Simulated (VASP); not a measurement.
## AlAs: single point with PBEsol

The system is AlAs.

```
Al As
1.0
     0.00000    2.81178    2.86801
     2.81178    0.00000    2.86801
     2.81178    2.81178    0.00000
Al As
1 1
Cartesian
  0.0000 0.0000 0.0000
  1.4059 1.4059 1.4340
```

| Property | Result |
| --- | --- |
| Program | VASP 6.6.1 |
| Task | single point |
| Functional | PBEsol |
| Potentials or basis | VASP PAW PBE potentials, release 64 (Al, As) |
| Cutoff | 500 eV |
| k mesh | 6 × 6 × 6 |
| Occupations | gaussian, width 0.02 eV |
| Spin | no spin polarisation |
| Dipole correction | no |
| Further INCAR settings | ALGO = Normal; EDIFF = 1e-06; NBANDS = 11 |

```yaml
Pressure: 0.8 GPa
Band_gap_on_the_k_mesh: 1.25 eV, indirect (least direct gap 1.94 eV)
```

Stress tensor (GPa, compression positive):
```
1.19 0.00 0.00
0.00 1.19 0.00
0.00 0.00 0.09
```

Levels at points of the mesh, in eV from the valence-band top:
| k point | band 1 | band 2 | band 3 | band 4 | band 5 | band 6 | band 7 | band 8 |
| --- | --- | --- | --- | --- | --- | --- | --- | --- |
| (0.00, 0.00, 0.00) | -11.92 | -0.10 | 0.00 | 0.00 | 1.94 | 4.22 | 4.22 | 4.25 |
| (0.50, 0.00, 0.00) | -10.49 | -5.64 | -0.94 | -0.78 | 2.04 | 4.52 | 4.68 | 7.54 |
| (0.50, 0.50, 0.00) | -9.98 | -5.56 | -2.13 | -2.13 | 1.35 | 2.30 | 10.27 | 10.27 |
| (0.50, 0.00, 0.50) | -9.92 | -5.44 | -2.27 | -2.26 | 1.25 | 2.12 | 10.03 | 10.41 |

It took 12 s on 1 thread of AMD EPYC 7R43 64-Core Processor (Zen 3), with other jobs on the host, peak memory 0.13 GiB.

Caveat: the PAW data sets were made with another functional, which shifts forces and pressure a little. A k mesh can miss the band edges.
